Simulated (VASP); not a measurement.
HfB2:

```
Hf B
1.0
     3.14000    0.00000    0.00000
    -1.57000    2.71932    0.00000
     0.00000    0.00000    3.48000
Hf B
1 2
Direct
  0.00494 0.00381 0.99885
  0.66603 0.33391 0.49486
  0.32717 0.66244 0.50023
```

This cell differs from its parent crystal: atoms moved at random.

| Quantity | Value |
| --- | --- |
| Program | VASP 6.6.1 |
| Task | relaxation of the atoms |
| Functional | BLYP |
| Dispersion | D4 |
| Potentials or basis | VASP PAW PBE potentials, release 64 (Hf_pv, B) |
| Cutoff | 450 eV |
| k mesh | 10 × 10 × 8 |
| Occupations | fermi-dirac, width 0.025 eV |
| Spin | no spin polarisation |

At the start: pressure -3.1 GPa; volume 9.90 Å³/atom.

Where does the relaxation end?

Over 6 steps the energy falls by 2.0 meV/atom; space group P6/mmm (No. 191, to 0.1 Å) before and after.

Step by step:
```tsv
step	energy change (eV)	largest force (eV/Å)	pressure (GPa)
1	0.0000	0.3451	-3.10
2	-0.0059	0.0546	-3.18
3	-0.0059	0.0572	-3.18
4	-0.0061	0.0225	-3.18
5	-0.0061	0.0204	-3.18
6	-0.0061	0.0019	-3.18
```

Final structure:
```xyz
3
Lattice="3.1400 0.0000 0.0000 -1.5700 2.7193 0.0000 0.0000 0.0000 3.4800" Properties=species:S:1:pos:R:3 pbc="T T T"
Hf    3.1379    0.0001    3.4730
B     1.5680    0.9066    1.7328
B    -0.0020    1.8130    1.7331
```

Caveat: the cell differs from its parent crystal (atoms moved at random); the PAW data sets were made with another functional, which shifts forces and pressure a little.
